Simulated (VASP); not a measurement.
AlRu5: relaxation of cell and atoms with PBE

Crystal: AlRu5.

```
CELL_PARAMETERS angstrom
2.70000 0.00000 0.00000
-1.35000 2.33827 0.00000
0.00000 0.00000 12.45000
ATOMIC_POSITIONS crystal
Al 0.00000 0.00000 0.00000
Ru 0.33333 0.66667 0.16667
Ru 0.00000 0.00000 0.33333
Ru 0.33333 0.66667 0.50000
Ru 0.33333 0.66667 0.83333
Ru 0.00000 0.00000 0.66667
```

| Quantity | Value |
| --- | --- |
| Program | VASP 6.6.1 |
| Task | relaxation of cell and atoms |
| Functional | PBE |
| Potentials or basis | VASP PAW PBE potentials, release 64 (Al, Ru_pv) |
| Cutoff | 600 eV |
| k mesh | 7 × 7 × 2 |
| Occupations | gaussian, width 0.2 eV |
| Spin | no spin polarisation |
| Dipole correction | no |
| Further INCAR settings | ALGO = Normal; EDIFF = 1e-06; IBRION = 2; EDIFFG = -0.08; NSW = 36; ISIF = 3 |

The relaxed volume is 13.84 Å³/atom, the relaxed cell is a = 2.756 Å, b = 2.756 Å, c = 12.627 Å, α = 90.00°, β = 90.00°, γ = 120.00° and the space group after relaxing (to 0.1 Å) is P-6m2 (No. 187). The energy gained by relaxing is 39.2 meV/atom and the ionic steps are 7. The pressure after relaxing is 0.2 GPa and the largest force after relaxing is 0.077 eV/Å. The band gap on the k mesh is zero (an odd number of electrons rules out a gap without spin polarisation).

Forces on the atoms (eV/Å):
```
Al   0.000  0.000  0.000
Ru   0.000  0.000 -0.077
Ru   0.000  0.000 -0.039
Ru   0.000  0.000  0.000
Ru   0.000  0.000  0.077
Ru   0.000  0.000  0.039
```

Stress tensor (GPa, compression positive):
```
0.12 0.00 0.00
0.00 0.12 0.00
0.00 0.00 0.38
```

The path:
| step | energy change (eV) | largest force (eV/Å) | pressure (GPa) | volume (Å³) |
| --- | --- | --- | --- | --- |
| 1 | 0.0000 | 0.3913 | 17.34 | 78.60 |
| 2 | 1.0353 | 0.4526 | -27.51 | 95.86 |
| 3 | -0.2321 | 0.0832 | -0.90 | 83.35 |
| 4 | -0.2329 | 0.0842 | -0.11 | 83.11 |
| 5 | -0.2328 | 0.0844 | 0.19 | 83.02 |
| 6 | -0.2348 | 0.0830 | 0.22 | 83.04 |
| 7 | -0.2349 | 0.0769 | 0.20 | 83.03 |

Final structure:
```xyz
6
Lattice="2.7556 0.0000 0.0000 -1.3778 2.3864 0.0000 0.0000 0.0000 12.6269" Properties=species:S:1:pos:R:3 pbc="T T T"
Al    0.0000    0.0000    0.0000
Ru    0.0000    1.5909    2.0971
Ru    0.0000    0.0000    4.2046
Ru    0.0000    1.5909    6.3135
Ru    0.0000    1.5909   10.5298
Ru    0.0000    0.0000    8.4223
```

Levels at points of the mesh, in eV from the Fermi level:
```csv
k point,band 35,band 36,band 37,band 38,band 39,band 40
"(0.00, 0.00, 0.00)",-1.55,-1.17,-1.17,-0.41,-0.41,0.40
"(0.00, 0.00, 0.50)",-1.18,-1.18,-0.76,-0.38,-0.38,0.30
```

Run time: 6.1 min on 1 thread of Intel Xeon 8259CL, with other jobs on the host, peak memory 0.27 GiB.

Caveat: the k points lie up to 0.38 Å⁻¹ apart in the final cell, too coarse for converged energies and pressures of a metal; the relaxation stopped at a loose force limit of 0.08 eV/Å, so its end isn't a converged minimum.
